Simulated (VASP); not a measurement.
Runs of VASP 6.6.1 on Na. The structure is that of space group Fm-3m (No. 225), or close to it. The cells are those of the table. 

| cell | smearing | gap on the mesh (eV) | pressure (GPa) |
| --- | --- | --- | --- |
| a = 3.131 Å, angles 60.0°, 1 atom | fermi-dirac 0.05 eV | none | (a) |
| a = 3.553 Å, angles 60.0°, 1 atom | gaussian 0.05 eV | none | 0.5 |
| a = 3.615 Å, angles 60.0°, 1 atom | fermi-dirac 0.05 eV | none | 0.0 |
| a = 3.424 Å, angles 60.0°, 1 atom | fermi-dirac 0.05 eV | none | 1.9 |

Alike in all rows: task single point; level LDA; potentials or basis VASP PAW LDA potentials, release 64 (Na_pv); no spin polarisation; k mesh 13 × 13 × 13; cutoff (eV) 520.

Estimate the missing entries.

(a) 8.8.

A gap of «none» marks levels without a gap at the run's occupations.
